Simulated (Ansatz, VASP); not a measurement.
AlN: VASP beside Ansatz

```
Al N
1.0
     6.25951    0.00000    0.00000
    -3.12976    5.42090    0.00000
     0.00000    0.00000    5.01740
Al N
8 8
Direct
  0.33333 0.16667 0.49924
  0.16667 0.33333 0.99924
  0.33333 0.66667 0.49924
  0.16667 0.83333 0.99924
  0.83333 0.16667 0.49924
  0.66667 0.33333 0.99924
  0.83333 0.66667 0.49924
  0.66667 0.83333 0.99924
  0.33333 0.16667 0.88076
  0.16667 0.33333 0.38076
  0.33333 0.66667 0.88076
  0.16667 0.83333 0.38076
  0.83333 0.16667 0.88076
  0.66667 0.33333 0.38076
  0.83333 0.66667 0.88076
  0.66667 0.83333 0.38076
```

Alike in both runs: task single point; functional PBE; k mesh 2 × 2 × 3; occupations fermi-dirac, width 0.01 eV; no spin polarisation.

|  | VASP | Ansatz |
| --- | --- | --- |
| version | VASP 6.6.1 | Ansatz 0.2.0 |
| potentials or method | VASP PAW PBE potentials, release 64 (Al, N), cutoff 520 eV | plane-wave PAW DFT |
| valence electrons in the cell | 64 | 64 |

Ansatz gave:

- gap on the k mesh at the Fermi level (eV): 4.03
- rms of the force components (eV/Å): 0.009

Which values does VASP return?

gap on the k mesh at the Fermi level (eV): 4.04; rms of the force components (eV/Å): 0.007.

The k mesh is coarse, so the values compare programs but aren't converged.
